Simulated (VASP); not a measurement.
The system is Ir.

```
Ir
1.0
     2.75138    0.00000    0.00000
    -1.37569    2.38276    0.00000
     0.00000    0.00000    4.46229
Ir
2
Cartesian
  0.0000 1.5885 1.1156
  1.3757 0.7943 3.3467
```

This isn't the form of Ir at room conditions, which is fcc.

- Program: VASP 6.6.1
- Task: relaxation of cell and atoms
- Functional: PBE
- Dispersion: D4
- Potentials or basis: VASP PAW PBE potentials, release 64 (Ir)
- Cutoff: 600 eV
- k mesh: 11 × 11 × 6
- Occupations: fermi-dirac, width 0.05 eV
- Spin: no spin polarisation

At the start: pressure -9.8 GPa; volume 14.63 Å³/atom.

**Question.** How do energy, volume and symmetry change on relaxing?

**Answer.** Over 4 steps the energy falls by 12.5 meV/atom and the volume is 14.23 Å³/atom (-2.7 %); space group P6_3/mmc (No. 194, to 0.1 Å) before and after.

The path:
```
step  energy change (eV)  largest force (eV/Å)  pressure (GPa)  volume (Å³)
   1              0.0000                0.0000           -9.82        29.25
   2              0.3860                0.0000           51.72        25.62
   3             -0.0250                0.0000           -0.50        28.49
   4             -0.0250                0.0000            0.07        28.46
```

Final structure:
```
CELL_PARAMETERS angstrom
2.72641 0.00000 0.00000
-1.36321 2.36114 0.00000
0.00000 0.00000 4.42023
ATOMIC_POSITIONS crystal
Ir 0.33333 0.66667 0.25000
Ir 0.66667 0.33333 0.75000
```
